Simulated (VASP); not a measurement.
# ZnSe (P4mm) in VASP: single point with LDA

Aim: the single point of ZnSe with LDA.

Everything below comes from runs of VASP 6.6.1. Logs are shortened: lines on timing, memory, paths and dates and some standing lists are left out, and cuts for length are marked.

## Step 1: The cell of the first run

Symmetry: P4mm, No. 99, tetragonal system. Conventional cell: a = 3.982 Å, b = 3.982 Å, c = 5.256 Å, α = 90.00°, β = 90.00°, γ = 90.00°. Zn (site symmetry 2mm) has 4 Se at 2.40 to 2.55 Å and 4 Zn at 2.82 Å within 3.2 Å. Within 3.4 Å of Se (site symmetry 4mm) lie 4 Zn at 2.55 Å. Se (site symmetry 4mm) has 4 Zn at 2.40 Å within 3.2 Å.

## Step 2: Single point, LDA (atoms displaced along a vibrational mode)

Input file INCAR:

```
SYSTEM = ZnSe
PREC = Accurate
ENCUT = 520
EDIFF = 1E-6
ISMEAR = 0
SIGMA = 0.05
LREAL = .FALSE.
LASPH = .TRUE.
NELM = 80
ALGO = Normal
ISIF = 2
LWAVE = .FALSE.
LCHARG = .FALSE.
GGA = CA
NBANDS = 26
```

Input file KPOINTS:

```
regular mesh
0
G
  8 8 6
  0 0 0
```

Input file POSCAR:

```
ZnSe
1.0
    3.9824792113      0.0000000000      0.0000000000
    0.0000000000      3.9824792113      0.0000000000
    0.0000000000      0.0000000000      5.2561416620
Zn Se
2 2
Direct
    0.0000000000      0.0000000000     -0.0133177537
    0.5000000000      0.5000000000     -0.0133177537
    0.0000000000      0.5000000000      0.2907263534
    0.5000000000      0.0000000000      0.7313251524
```

Potentials or basis: VASP PAW LDA potentials, release 64 (Zn, Se).

The run is started by

```console
$ cat potpaw_LDA.64/Zn/POTCAR potpaw_LDA.64/Se/POTCAR > POTCAR
$ mpirun -np 1 vasp_std > vasp.out
```

OUTCAR:

```text
SYSTEM = ZnSe
   PREC = Accurate
   ENCUT = 520
   EDIFF = 1E-6
   ISMEAR = 0
   LREAL = .FALSE.
   LASPH = .TRUE.
   NELM = 80
   ISIF = 2
   GGA = CA

 ion  position               nearest neighbor table
   1  0.000  0.000  0.987-   4 2.40   4 2.40   3 2.55   3 2.55   2 2.82   2 2.82   2 2.82   2 2.82

   2  0.500  0.500  0.987-   4 2.40   4 2.40   3 2.55   3 2.55   1 2.82   1 2.82   1 2.82   1 2.82

   3  0.000  0.500  0.291-   1 2.55   2 2.55   1 2.55   2 2.55
   4  0.500  0.000  0.731-   1 2.40   2 2.40   2 2.40   1 2.40

  LATTYP: Found a simple tetragonal cell.
 ALAT       =     3.9824792113
 C/A-ratio  =     1.3198164719

  Lattice vectors:

 A1 = (   3.9824792113,   0.0000000000,   0.0000000000)
 A2 = (   0.0000000000,   3.9824792113,   0.0000000000)
 A3 = (   0.0000000000,   0.0000000000,   5.2561416620)

Analysis of symmetry for initial positions (statically):
=====================================================================
 Subroutine PRICEL returns:
 Original cell was already a primitive cell.

 Routine SETGRP: Setting up the symmetry group for a
 simple tetragonal supercell.

 Subroutine GETGRP returns: Found  8 space group operations
 (whereof  4 operations were pure point group operations)
 out of a pool of 16 trial point group operations.

The static configuration has the point symmetry C_2v.
 The point group associated with its full space group is C_4v.

Analysis of symmetry for dynamics (positions and initial velocities):
=====================================================================
 Subroutine PRICEL returns:
 Original cell was already a primitive cell.

 Routine SETGRP: Setting up the symmetry group for a
 simple tetragonal supercell.

 Subroutine GETGRP returns: Found  8 space group operations
 (whereof  4 operations were pure point group operations)
 out of a pool of 16 trial point group operations.

The dynamic configuration has the point symmetry C_2v.
 The point group associated with its full space group is C_4v.

 Subroutine INISYM returns: Found  8 space group operations
 (whereof  4 operations are pure point group operations),
 and found     1 'primitive' translations

----------------------------------------------------------------------------------------

                                     Primitive cell

  volume of cell :      83.3631

  direct lattice vectors                    reciprocal lattice vectors
     3.982479211  0.000000000  0.000000000     0.251099867  0.000000000  0.000000000
     0.000000000  3.982479211  0.000000000     0.000000000  0.251099867  0.000000000
     0.000000000  0.000000000  5.256141662     0.000000000  0.000000000  0.190253624

  length of vectors
     3.982479211  3.982479211  5.256141662     0.251099867  0.251099867  0.190253624

  position of ions in fractional coordinates (direct lattice)
     0.000000000  0.000000000  0.986682246
     0.500000000  0.500000000  0.986682246
     0.000000000  0.500000000  0.290726353
     0.500000000  0.000000000  0.731325152

  ion indices of the primitive-cell ions
   primitive index   ion index
                 1           1
                 2           2
                 3           3
                 4           4

----------------------------------------------------------------------------------------

 KPOINTS: regular mesh

Automatic generation of k-mesh.
 Grid dimensions read from file:
 generate k-points for:    8    8    6

 Generating k-lattice:

  Cartesian coordinates                     Fractional coordinates (reciprocal lattice)
     0.031387483  0.000000000  0.000000000     0.125000000  0.000000000  0.000000000
     0.000000000  0.031387483  0.000000000     0.000000000  0.125000000  0.000000000
     0.000000000  0.000000000  0.031708937     0.000000000  0.000000000  0.166666667

  Length of vectors
     0.031387483  0.031387483  0.031708937

  Shift w.r.t. Gamma in fractional coordinates (k-lattice)
     0.000000000  0.000000000  0.000000000

 Subroutine IBZKPT returns following result:
 ===========================================

 Found     60 irreducible k-points:

 Following reciprocal coordinates:
            Coordinates               Weight
  0.000000  0.000000  0.000000      1.000000
  0.125000  0.000000  0.000000      4.000000
  0.250000  0.000000  0.000000      4.000000
  0.375000  0.000000  0.000000      4.000000
  0.500000  0.000000  0.000000      2.000000
  0.125000  0.125000  0.000000      4.000000
[... 16 lines left out ...]
  0.375000  0.125000  0.166667     16.000000
  0.500000  0.125000  0.166667      8.000000
 [... further k-points ...]
   k-points           NKPTS =     60   k-points in BZ     NKDIM =     60   number of bands    NBANDS=     26
   number of dos      NEDOS =    301   number of ions     NIONS =      4
   total plane-waves  NPLWV =  36000
   dimension x,y,z NGX =    30 NGY =   30 NGZ =   40
   dimension x,y,z NGXF=    60 NGYF=   60 NGZF=   80
   ions per type =               2   2
   NGX,Y,Z   is equivalent  to a cutoff of  12.52, 12.52, 12.65 a.u.
   NGXF,Y,Z  is equivalent  to a cutoff of  25.05, 25.05, 25.30 a.u.
 SYSTEM =  ZnSe
   PREC   = accura    normal or accurate (medium, high low for compatibility)
   ISTART =      0    job   : 0-new  1-cont  2-samecut
   ICHARG =      2    charge: 1-file 2-atom 10-const
   ISPIN  =      1    spin polarized calculation?
   LNONCOLLINEAR =      F non collinear calculations
   LSORBIT =      F    spin-orbit coupling
   LASPH  =      T    aspherical Exc in radial PAW
   ENCUT  =  520.0 eV  38.22 Ry    6.18 a.u.   7.40  7.40  9.77*2*pi/ulx,y,z
   NELM   =     80;   NELMIN=  2; NELMDL= -5     # of ELM steps
   EDIFF  = 0.1E-05   stopping-criterion for ELM
   LREAL  =      F    real-space projection
[... 7 lines left out ...]
   TEBEG  =    0.0;   TEEND  =   0.0 temperature during run
   PSTRESS=    0.0 pullay stress
   NELECT =      36.0000    total number of electrons
   NUPDOWN=      -1.0000    fix difference up-down
   EMIN   =  10.00;   EMAX   =-10.00  energy-range for DOS
   EFERMI =   0.00;   METHOD = LEGACY
   ISMEAR =     0;   SIGMA  =   0.05  broadening in eV -4-tet -1-fermi 0-gaus
   EFERMI_NEDOS =   21; number of points for ismear=-14 and -15
   IALGO  =     38    algorithm
   IMIX   =      4    mixing-type and parameters
     AMIX     =   0.40;   BMIX     =  1.00
     AMIX_MAG =   1.60;   BMIX_MAG =  1.00
  volume/ion in A,a.u.               =      20.84       140.64
  Fermi-wavevector in a.u.,A,eV,Ry     =   1.237421  2.338387 20.833401  1.531212
  Thomas-Fermi vector in A             =   2.371989
   LORBIT       =      0    0 simple, 1 ext, 2 COOP (PROOUT), +10 PAW based schemes
   GGA     = CA    functional components
   LHFCALC =     F    Hartree Fock is set to
   AEXX    =    0.0000 exact exchange contribution
   IVDW    =     0    specifies the selected vdW correction
   LEPSILON=     F    determine dielectric tensor
   LRPA    =     F    only Hartree local field effects (RPA)
 non-spin polarized calculation
 Gauss-broadening in eV      SIGMA  =   0.05
  energy-cutoff  :      520.00
  volume of cell :       83.36
 maximum number of plane-waves:      2283
 NGX is ok and might be reduce to    30
   NGX = 15   NGY = 15   NGZ = 19

 number of electron      36.0000050 magnetization

 Free energy of the ion-electron system (eV)
  ---------------------------------------------------
  ext. energy  EPLUGINS =         0.00000000
  ---------------------------------------------------
  free energy    TOTEN  =       -13.89386664 eV

  energy without entropy =      -13.89386664  energy(sigma->0) =      -13.89386664

 E-fermi :   2.6234     XC(G=0): -10.1413

 val. band max:        2.4021247496   @ k =   0.0000   0.0000   0.0000
 cond. band min:       3.8743602045   @ k =   0.0000   0.0000   0.0000
 fundamental gap:      1.4722354549
 Fermi energy:         2.6233847101

 k-point     1 :       0.0000    0.0000    0.0000
  band No.  band energies     occupation
      1     -11.6615      2.00000
      2      -9.9489      2.00000
      3      -5.1505      2.00000
      4      -5.1058      2.00000
      5      -5.0112      2.00000
      6      -5.0112      2.00000
[... 18 lines left out ...]
     25      12.6155      0.00000
     26      13.0593      0.00000

 k-point     2 :       0.1250    0.0000    0.0000
  band No.  band energies     occupation
      1     -11.5866      2.00000
      2      -9.9532      2.00000
      3      -5.1064      2.00000
      4      -5.0984      2.00000
      5      -5.0059      2.00000
      6      -4.9770      2.00000
[... 18 lines left out ...]
     25      11.5156      0.00000
     26      12.1412      0.00000

 k-point     3 :       0.2500    0.0000    0.0000
  band No.  band energies     occupation
      1     -11.3840      2.00000
      2      -9.9817      2.00000
      3      -5.0630      2.00000
      4      -5.0090      2.00000
      5      -4.9567      2.00000
      6      -4.8929      2.00000
[... 18 lines left out ...]
     25      10.3110      0.00000
     26      11.3141      0.00000

 k-point     4 :       0.3750    0.0000    0.0000
  band No.  band energies     occupation
      1     -11.1324      2.00000
      2     -10.0550      2.00000
      3      -4.9978      2.00000
      4      -4.9145      2.00000
      5      -4.8331      2.00000
      6      -4.7838      2.00000
[... 18 lines left out ...]
     25      10.4818      0.00000
     26      10.5704      0.00000
[... 496 lines left out ...]
      1     -11.2773      2.00000
      2     -10.0133      2.00000
      3      -5.1559      2.00000
      4      -4.9517      2.00000
      5      -4.9059      2.00000
      6      -4.8659      2.00000
[... 18 lines left out ...]
     25       9.4501      0.00000
     26      11.7824      0.00000

 k-point    23 :       0.3750    0.1250    0.1667
  band No.  band energies     occupation
      1     -11.0560      2.00000
      2     -10.0312      2.00000
      3      -5.1014      2.00000
      4      -4.8636      2.00000
      5      -4.8323      2.00000
      6      -4.7855      2.00000
[... 18 lines left out ...]
     25      10.7477      0.00000
     26      11.5526      0.00000

 k-point    24 :       0.5000    0.1250    0.1667
  band No.  band energies     occupation
      1     -10.9466      2.00000
      2     -10.0540      2.00000
      3      -5.0152      2.00000
      4      -4.9161      2.00000
      5      -4.7418      2.00000
      6      -4.7194      2.00000
[... 18 lines left out ...]
     25      11.2346      0.00000
     26      11.3909      0.00000

 [... further k-points ...]

------------------------ aborting loop because EDIFF is reached ----------------------------------------

  FORCE on cell =-STRESS in cart. coord.  units (eV):
  Direction    XX          YY          ZZ          XY          YZ          ZX
  --------------------------------------------------------------------------------------
  -------------------------------------------------------------------------------------
  Total        0.6058522      0.6058522      0.1119090      0.0000000      0.0000000      0.0000000
  in kB       11.6440263     11.6440263      2.1508082      0.0000000      0.0000000      0.0000000
  external PRESSURE =       8.4796203 kB  Pullay stress =       0.0000000 kB

 VOLUME and BASIS-vectors are now :
 -----------------------------------------------------------------------------
  energy-cutoff  :      520.00
  volume of cell :       83.36
      direct lattice vectors                 reciprocal lattice vectors
     3.982479211  0.000000000  0.000000000     0.251099867  0.000000000  0.000000000
     0.000000000  3.982479211  0.000000000     0.000000000  0.251099867  0.000000000
     0.000000000  0.000000000  5.256141662     0.000000000  0.000000000  0.190253624

 POSITION                                       TOTAL-FORCE (eV/Angst)
 -----------------------------------------------------------------------------------
      0.00000      0.00000      5.18614         0.000000      0.000000      1.062574
      1.99124      1.99124      5.18614         0.000000      0.000000      1.062574
      0.00000      1.99124      1.52810         0.000000      0.000000     -0.914647
      1.99124      0.00000      3.84395         0.000000      0.000000     -1.210500
 -----------------------------------------------------------------------------------
    total drift:                                0.000000     -0.000000      0.000870

  FREE ENERGIE OF THE ION-ELECTRON SYSTEM (eV)
  ---------------------------------------------------
  free  energy   TOTEN  =       -13.8938666403 eV

  energy  without entropy=      -13.8938666403  energy(sigma->0) =      -13.89386664
```

Run time: 2.6 min. Hardware: 1 thread of Intel Xeon 8259CL, shared host; peak memory 0.24 GiB.

What came out:

```yaml
Free_energy: -13.8939 eV
Pressure: 0.8 GPa
Largest_force: 1.210 eV/Å
Band_gap_on_the_k_mesh: 1.47 eV
```

Forces on the atoms (eV/Å):
```
Zn   0.000  0.000  1.063
Zn   0.000  0.000  1.063
Se   0.000  0.000 -0.915
Se   0.000  0.000 -1.210
```

Stress tensor (GPa, compression positive):
```
1.16 0.00 0.00
0.00 1.16 0.00
0.00 0.00 0.22
```

Caveat: the cell differs from its parent crystal (atoms displaced along a vibrational mode); forces of over 1 eV/Å act on the atoms, so gaps and moduli don't describe the material at rest.
